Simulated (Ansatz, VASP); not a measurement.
# AlGa2: VASP beside Ansatz

```
Al Ga
1.0
     0.00000    3.11864    3.11864
     3.11864    0.00000    3.11864
     3.11864    3.11864    0.00000
Al Ga
1 2
Direct
  0.00000 0.00000 0.00000
  0.25000 0.25000 0.25000
  0.75000 0.75000 0.75000
```

Alike in both runs: task single point; functional PBE; k mesh 14 × 14 × 14; occupations gaussian, width 0.1 eV; no spin polarisation.

```csv
,VASP,Ansatz
version,VASP 6.6.1,Ansatz 0.2.0
potentials or method,"VASP PAW PBE potentials, release 64 (Al, Ga_d), cutoff 520 eV","scalar-relativistic, plane waves, PAW"
valence electrons in the cell,29,29
```

|  | VASP | Ansatz | Ansatz less VASP |
| --- | --- | --- | --- |
| gap on the k mesh at the Fermi level (eV) | none | none | - |
| pressure (GPa) | 0.1 | 0.0 | -0.05 |

A gap of «none» marks a metal or a gap that the smearing closes.
